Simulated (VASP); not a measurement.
# CO2 (Pa-3) in VASP: further runs

The runs below take CO2 through single point, relaxation of cell and atoms, with PBE.

Everything below comes from runs of VASP 6.6.1. Logs are shortened: lines on timing, memory, paths and dates and some standing lists are left out, and cuts for length are marked.

## Step 1: The cell of the first run

The structure is cubic, space group Pa-3 (No. 205). Conventional cell: a = 6.050 Å, b = 6.050 Å, c = 6.050 Å, α = 90.00°, β = 90.00°, γ = 90.00°. Within 1.6 Å of C (site symmetry -3) lie 2 O at 1.17 Å. Within 1.6 Å of O (site symmetry 3) lie 1 C at 1.17 Å.

## Step 2: Single point, PBE

INCAR

```
PREC     = Accurate       # precision mode
ENCUT    = 520            # plane-wave cutoff, eV
EDIFF    = 1E-6           # SCF threshold, eV
ISMEAR   = 0              # smearing method
SIGMA    = 0.02           # smearing width, eV
LREAL    = False          # projectors in reciprocal space
LASPH    = True           # aspherical terms in the spheres
NELM     = 60             # most SCF steps
ALGO     = Normal         # electronic algorithm
ISIF     = 2              # what is computed and relaxed
LWAVE    = False          # write WAVECAR
LCHARG   = False          # write CHGCAR
GGA      = PE             # functional
NBANDS   = 44             # bands
```

KPOINTS

```
regular mesh
0
Gamma
  4 4 4
```

POSCAR

```
CO2
1.0
    6.0504806797      0.0000000000      0.0000000000
    0.0000000000      6.0504806797      0.0000000000
    0.0000000000      0.0000000000      6.0504806797
C O
4 8
Direct
    0.0000000000      0.0000000000      0.0000000000
    0.5000000000      0.0000000000      0.5000000000
    0.5000000000      0.5000000000      0.0000000000
    0.0000000000      0.5000000000      0.5000000000
    0.1116225121      0.1116225121      0.1116225121
    0.3883774879      0.8883774879      0.6116225121
    0.6116225121      0.3883774879      0.8883774879
    0.8883774879      0.6116225121      0.3883774879
    0.8883774879      0.8883774879      0.8883774879
    0.6116225121      0.1116225121      0.3883774879
    0.3883774879      0.6116225121      0.1116225121
    0.1116225121      0.3883774879      0.6116225121
```

Potentials or basis: VASP PAW PBE potentials, release 64 (C, O).

On the command line:

```bash
$ cat potpaw_PBE.64/C/POTCAR potpaw_PBE.64/O/POTCAR > POTCAR
$ mpirun -np 1 vasp_std > vasp.out
```

OUTCAR:

```text
PREC = Accurate
   ENCUT = 520
   EDIFF = 1E-6
   ISMEAR = 0
   LREAL = False
   LASPH = True
   NELM = 60
   ISIF = 2
   GGA = PE

 ion  position               nearest neighbor table
   1  0.000  0.000  0.000-   5 1.17   9 1.17
   2  0.500  0.000  0.500-   6 1.17  10 1.17
   3  0.500  0.500  0.000-   7 1.17  11 1.17
   4  0.000  0.500  0.500-   8 1.17  12 1.17
   5  0.112  0.112  0.112-   1 1.17
   6  0.388  0.888  0.612-   2 1.17
   7  0.612  0.388  0.888-   3 1.17
   8  0.888  0.612  0.388-   4 1.17
   9  0.888  0.888  0.888-   1 1.17
  10  0.612  0.112  0.388-   2 1.17
  11  0.388  0.612  0.112-   3 1.17
  12  0.112  0.388  0.612-   4 1.17

  LATTYP: Found a simple cubic cell.
 ALAT       =     6.0504806797

  Lattice vectors:

 A1 = (   6.0504806797,   0.0000000000,   0.0000000000)
 A2 = (   0.0000000000,   6.0504806797,   0.0000000000)
 A3 = (   0.0000000000,   0.0000000000,   6.0504806797)

Analysis of symmetry for initial positions (statically):
=====================================================================
 Subroutine PRICEL returns:
 Original cell was already a primitive cell.

 Routine SETGRP: Setting up the symmetry group for a
 simple cubic supercell.

 Subroutine GETGRP returns: Found 24 space group operations
 (whereof  6 operations were pure point group operations)
 out of a pool of 48 trial point group operations.

The static configuration has the point symmetry S_6 .
 The point group associated with its full space group is T_h .

Analysis of symmetry for dynamics (positions and initial velocities):
=====================================================================
 Subroutine PRICEL returns:
 Original cell was already a primitive cell.

 Routine SETGRP: Setting up the symmetry group for a
 simple cubic supercell.

 Subroutine GETGRP returns: Found 24 space group operations
 (whereof  6 operations were pure point group operations)
 out of a pool of 48 trial point group operations.

The dynamic configuration has the point symmetry S_6 .
 The point group associated with its full space group is T_h .

 Subroutine INISYM returns: Found 24 space group operations
 (whereof  6 operations are pure point group operations),
[... 108 lines left out ...]
   ISIF   =      2    stress and relaxation
   ISYM   =      2    0-nonsym 1-usesym 2-fastsym
   POTIM  = 0.5000    time-step for ionic-motion
   TEBEG  =    0.0;   TEEND  =   0.0 temperature during run
   PSTRESS=    0.0 pullay stress
   NELECT =      64.0000    total number of electrons
   NUPDOWN=      -1.0000    fix difference up-down
   EMIN   =  10.00;   EMAX   =-10.00  energy-range for DOS
   EFERMI =   0.00;   METHOD = LEGACY
   ISMEAR =     0;   SIGMA  =   0.02  broadening in eV -4-tet -1-fermi 0-gaus
   EFERMI_NEDOS =   21; number of points for ismear=-14 and -15
   IALGO  =     38    algorithm
   IMIX   =      4    mixing-type and parameters
     AMIX     =   0.40;   BMIX     =  1.00
     AMIX_MAG =   1.60;   BMIX_MAG =  1.00
  volume/ion in A,a.u.               =      18.46       124.56
  Fermi-wavevector in a.u.,A,eV,Ry     =   1.082293  2.045238 15.937302  1.171359
  Thomas-Fermi vector in A             =   2.218331
   LORBIT       =      0    0 simple, 1 ext, 2 COOP (PROOUT), +10 PAW based schemes
   GGA     = PE    functional components
   LHFCALC =     F    Hartree Fock is set to
   AEXX    =    0.0000 exact exchange contribution
   IVDW    =     0    specifies the selected vdW correction
   LEPSILON=     F    determine dielectric tensor
   LRPA    =     F    only Hartree local field effects (RPA)
 non-spin polarized calculation
 Gauss-broadening in eV      SIGMA  =   0.02
  energy-cutoff  :      520.00
  volume of cell :      221.50
 maximum number of plane-waves:      6031
 NGX is ok and might be reduce to    48
   NGX = 23   NGY = 23   NGZ = 23

 number of electron      64.0000003 magnetization

 Free energy of the ion-electron system (eV)
  ---------------------------------------------------
  ext. energy  EPLUGINS =         0.00000000
  ---------------------------------------------------
  free energy    TOTEN  =       -92.26770952 eV

  energy without entropy =      -92.26770952  energy(sigma->0) =      -92.26770952

 E-fermi :  -4.7254     XC(G=0):  -6.8902

 val. band max:       -4.8137895510   @ k =   0.0000   0.0000   0.0000
 cond. band min:       1.8079727894   @ k =   0.0000   0.0000   0.0000
 fundamental gap:      6.6217623405
 Fermi energy:        -4.7253510260

 k-point     1 :       0.0000    0.0000    0.0000
  band No.  band energies     occupation
      1     -25.1816      2.00000
      2     -25.0945      2.00000
      3     -25.0945      2.00000
      4     -25.0945      2.00000
      5     -24.1231      2.00000
      6     -24.1231      2.00000
[... 506 lines left out ...]
     43       4.4031      0.00000
     44       4.4031      0.00000

------------------------ aborting loop because EDIFF is reached ----------------------------------------

  FORCE on cell =-STRESS in cart. coord.  units (eV):
  Direction    XX          YY          ZZ          XY          YZ          ZX
  --------------------------------------------------------------------------------------
  -------------------------------------------------------------------------------------
  Total        1.6701667      1.6701667      1.6701667      0.0000000      0.0000000     -0.0000000
  in kB       12.0809411     12.0809411     12.0809411      0.0000000      0.0000000     -0.0000000
  external PRESSURE =      12.0809411 kB  Pullay stress =       0.0000000 kB

 VOLUME and BASIS-vectors are now :
 -----------------------------------------------------------------------------
  energy-cutoff  :      520.00
  volume of cell :      221.50
      direct lattice vectors                 reciprocal lattice vectors
     6.050480680  0.000000000  0.000000000     0.165276125  0.000000000  0.000000000
     0.000000000  6.050480680  0.000000000     0.000000000  0.165276125  0.000000000
     0.000000000  0.000000000  6.050480680     0.000000000  0.000000000  0.165276125

 POSITION                                       TOTAL-FORCE (eV/Angst)
 -----------------------------------------------------------------------------------
      0.00000      0.00000      0.00000         0.000000      0.000000      0.000000
      3.02524      0.00000      3.02524         0.000000      0.000000      0.000000
      3.02524      3.02524      0.00000         0.000000      0.000000      0.000000
      0.00000      3.02524      3.02524         0.000000      0.000000      0.000000
      0.67537      0.67537      0.67537         0.363927      0.363927      0.363927
      2.34987      5.37511      3.70061        -0.363927     -0.363927      0.363927
      3.70061      2.34987      5.37511         0.363927     -0.363927     -0.363927
      5.37511      3.70061      2.34987        -0.363927      0.363927     -0.363927
      5.37511      5.37511      5.37511        -0.363927     -0.363927     -0.363927
      3.70061      0.67537      2.34987         0.363927      0.363927     -0.363927
      2.34987      3.70061      0.67537        -0.363927      0.363927      0.363927
      0.67537      2.34987      3.70061         0.363927     -0.363927      0.363927
 -----------------------------------------------------------------------------------
    total drift:                               -0.000000      0.000000      0.000000

  FREE ENERGIE OF THE ION-ELECTRON SYSTEM (eV)
  ---------------------------------------------------
  free  energy   TOTEN  =       -92.2677095243 eV

  energy  without entropy=      -92.2677095243  energy(sigma->0) =      -92.26770952
```

stdout:

```text
POSCAR found type information on POSCAR C O
 POSCAR found :  2 types and      12 ions
 scaLAPACK will be used
 LDA part: xc-table for (Slater+PW92), standard interpolation
 POSCAR, INCAR and KPOINTS ok, starting setup
 FFT: planning ... GRIDC
 FFT: planning ... GRID_SOFT
 FFT: planning ... GRID
 WAVECAR not read
 entering main loop
```

It took 85 s on 1 thread of Intel Xeon 6975P-C (Granite Rapids), shared host; peak memory 0.34 GiB.

Results:

```
Free energy            : -92.2677 eV
Pressure               : 1.2 GPa
Largest force          : 0.630 eV/Å
Band gap on the k mesh : 6.62 eV
```

Forces on the atoms (eV/Å):
```
C    0.000  0.000  0.000
C    0.000  0.000  0.000
C    0.000  0.000  0.000
C    0.000  0.000  0.000
O    0.364  0.364  0.364
O   -0.364 -0.364  0.364
O    0.364 -0.364 -0.364
O   -0.364  0.364 -0.364
O   -0.364 -0.364 -0.364
O    0.364  0.364 -0.364
O   -0.364  0.364  0.364
O    0.364 -0.364  0.364
```

Caveat: this functional lacks dispersion, which holds the molecules together, so the pressure and a relaxed volume are unreliable. A k mesh can miss the band edges.

## Step 3: Relaxation of cell and atoms, PBE

This run uses another cell than the first one, of 15.54 Å³/atom.

INCAR

```
PREC = Accurate
ENCUT = 600
EDIFF = 1E-7
ISMEAR = 0
SIGMA = 0.02
LREAL = False
LASPH = True
NELM = 100
ALGO = Normal
ISIF = 3
LWAVE = False
LCHARG = False
GGA = PE
IBRION = 2
NSW = 70
EDIFFG = -0.005
```

KPOINTS is that of step 2.

POSCAR

```
CO2
1.0
    5.7132173136      0.0000000000      0.0000000000
    0.0000000000      5.7132173136      0.0000000000
    0.0000000000      0.0000000000      5.7132173136
C O
4 8
Direct
    0.0000000000      0.0000000000      0.0000000000
    0.5000000000      0.0000000000      0.5000000000
    0.5000000000      0.5000000000      0.0000000000
    0.0000000000      0.5000000000      0.5000000000
    0.1181218480      0.1181218480      0.1181218480
    0.3818781520      0.8818781520      0.6181218480
    0.6181218480      0.3818781520      0.8818781520
    0.8818781520      0.6181218480      0.3818781520
    0.8818781520      0.8818781520      0.8818781520
    0.6181218480      0.1181218480      0.3818781520
    0.3818781520      0.6181218480      0.1181218480
    0.1181218480      0.3818781520      0.6181218480
```

Potentials or basis: VASP PAW PBE potentials, release 64 (C, O).

On the command line:

```bash
$ cat potpaw_PBE.64/C/POTCAR potpaw_PBE.64/O/POTCAR > POTCAR
$ mpirun -np 1 vasp_std > vasp.out
```

Wall time 15 min (1 thread of Intel Xeon 6975P-C (Granite Rapids), shared host); peak memory 0.35 GiB.

Results (log left out):

- Free energy: -92.2679 eV
- Relaxed volume: 17.09 Å³/atom
- Relaxed cell: a = 5.897 Å, b = 5.897 Å, c = 5.897 Å, α = 90.00°, β = 90.00°, γ = 90.00°
- Space group after relaxing (to 0.1 Å): Pa-3 (No. 205)
- Energy gained by relaxing: 3.2 meV/atom
- Ionic steps: 11
- Pressure after relaxing: 0.0 GPa
- Band gap on the k mesh: 6.61 eV

Forces on the atoms (eV/Å):
```
C    0.000  0.000  0.000
C    0.000  0.000  0.000
C    0.000  0.000  0.000
C    0.000  0.000  0.000
O   -0.001 -0.001 -0.001
O    0.001  0.001 -0.001
O   -0.001  0.001  0.001
O    0.001 -0.001  0.001
O    0.001  0.001  0.001
O   -0.001 -0.001  0.001
O    0.001 -0.001 -0.001
O   -0.001  0.001 -0.001
```

The path:
| step | energy change (eV) | largest force (eV/Å) | pressure (GPa) | volume (Å³) |
| --- | --- | --- | --- | --- |
| 1 | 0.0000 | 0.6007 | 2.06 | 186.48 |
| 2 | 0.4285 | 3.1611 | -8.02 | 191.92 |
| 3 | -0.0158 | 0.0696 | 0.27 | 187.31 |
| 4 | -0.0159 | 0.0492 | 0.32 | 187.29 |
| 5 | -0.0180 | 0.0472 | 0.31 | 188.06 |
| 6 | -0.0237 | 0.0390 | 0.25 | 190.41 |
| 7 | -0.0321 | 0.0154 | 0.17 | 195.15 |
| 8 | -0.0384 | 0.0592 | 0.15 | 204.88 |
| 9 | 0.0180 | 1.1664 | -2.84 | 209.10 |
| 10 | -0.0386 | 0.0055 | -0.01 | 205.08 |
| 11 | -0.0386 | 0.0020 | 0.00 | 205.07 |

Final structure:
```cif
data_structure
_symmetry_space_group_name_H-M 'P 1'
_symmetry_Int_Tables_number 1
_cell_length_a 5.8970
_cell_length_b 5.8970
_cell_length_c 5.8970
_cell_angle_alpha 90.000
_cell_angle_beta 90.000
_cell_angle_gamma 90.000
_cell_volume 205.07
loop_
_atom_site_label
_atom_site_type_symbol
_atom_site_fract_x
_atom_site_fract_y
_atom_site_fract_z
_atom_site_occupancy
C1 C 0.00000 0.00000 0.00000 1
C2 C 0.50000 0.00000 0.50000 1
C3 C 0.50000 0.50000 0.00000 1
C4 C 0.00000 0.50000 0.50000 1
O1 O 0.11507 0.11507 0.11507 1
O2 O 0.38493 0.88493 0.61507 1
O3 O 0.61507 0.38493 0.88493 1
O4 O 0.88493 0.61507 0.38493 1
O5 O 0.88493 0.88493 0.88493 1
O6 O 0.61507 0.11507 0.38493 1
O7 O 0.38493 0.61507 0.11507 1
O8 O 0.11507 0.38493 0.61507 1
```

Levels at points of the mesh, in eV from the valence-band top:
| k point | band 29 | band 30 | band 31 | band 32 | band 33 | band 34 | band 35 | band 36 |
| --- | --- | --- | --- | --- | --- | --- | --- | --- |
| (0.00, 0.00, 0.00) | -0.13 | -0.13 | 0.00 | 0.00 | 6.61 | 8.04 | 8.04 | 8.04 |
| (0.50, 0.00, 0.00) | -0.21 | -0.21 | -0.06 | -0.06 | 7.97 | 7.97 | 7.98 | 7.98 |
| (0.50, 0.50, 0.00) | -0.20 | -0.20 | -0.20 | -0.20 | 7.97 | 7.97 | 7.97 | 7.97 |
| (0.50, 0.50, 0.50) | -0.22 | -0.22 | -0.22 | -0.22 | 8.00 | 8.00 | 8.00 | 8.00 |

Caveat: this functional lacks dispersion, which holds the molecules together, so the pressure and a relaxed volume are unreliable. PBE usually gives volumes a little too large and moduli too small.
